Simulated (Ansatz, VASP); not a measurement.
## ZrF3 in VASP and in Ansatz

File INCAR:

```
SYSTEM = ZrF3
  ALGO = Normal
  EDIFF = 1E-7
  EDIFFG = -0.04
  ENCUT = 600
  GGA = PE
  IBRION = 2
  ISIF = 3
  ISMEAR = 0
  LASPH = .True.
  LCHARG = .False.
  LREAL = .False.
  LWAVE = .False.
  NELM = 100
  NSW = 90
  PREC = Accurate
  SIGMA = 0.1
```

KPOINTS

```
k-points
0
Gamma
  6 6 4
  0 0 0
```

POSCAR

```
ZrF3
1.0
    3.0847875018      0.0000000000      0.0000000000
    0.0000000000      3.0847875018      0.0000000000
    0.0000000000      0.0000000000      4.4606682751
Zr F
1 3
Direct
    0.0000000000      0.0000000000      0.0000000000
    0.5000000000      0.5000000000      0.7653035500
    0.0000000000      0.0000000000      0.5000000000
    0.5000000000      0.5000000000      0.2346964500
```

Input for Ansatz:

```yaml
crystal:
  lattice:
    - [3.0847875018, 0.0, 0.0]
    - [0.0, 3.0847875018, 0.0]
    - [0.0, 0.0, 4.4606682751]
  atoms:
    - { symbol: Zr, position: [0.0, 0.0, 0.0] }
    - { symbol: F, position: [0.5, 0.5, 0.76530355] }
    - { symbol: F, position: [0.0, 0.0, 0.5] }
    - { symbol: F, position: [0.5, 0.5, 0.23469645] }
basis:
  ecutwfc: 420
kpoints:
  mp_grid: { grid: [6, 6, 4] }
hamiltonian:
  xc: pbe
scf:
  occupations: { method: gaussian, width: 0.1 }
  lower_state_search: "off"
output:
  forces: true
  stress: true
  eigenvalues: true
relax:
  adjacent_minimum: "off"
  f_tol: 0.04
  max_steps: 70
  cell: { stress_tol: 0.4 }
```

Change from the starting cell: species swapped into the VFe3 type (Cmmm, No. 65).

Alike in both runs: task relaxation of cell and atoms; functional PBE; k mesh 6 × 6 × 4; occupations gaussian, width 0.1 eV; no spin polarisation.

|  | VASP | Ansatz |
| --- | --- | --- |
| version | VASP 6.6.1 | Ansatz 0.2.0 |
| potentials or method | VASP PAW PBE potentials, release 64 (Zr_sv, F), cutoff 600 eV | scalar-relativistic, plane waves, PAW |
| valence electrons in the cell | 33 | 33 |

|  | VASP | Ansatz | Ansatz less VASP |
| --- | --- | --- | --- |
| gap on the k mesh at the Fermi level, each at its own relaxed structure (eV) | none | none | - |
| relaxed volume (Å³/atom) | 10.59 | 10.61 | +0.016 |
| relaxed cell length with the largest relative difference (Å) | 4.439 | 4.444 | +0.0048 |

A gap of «none» marks a metal or a gap that the smearing closes.
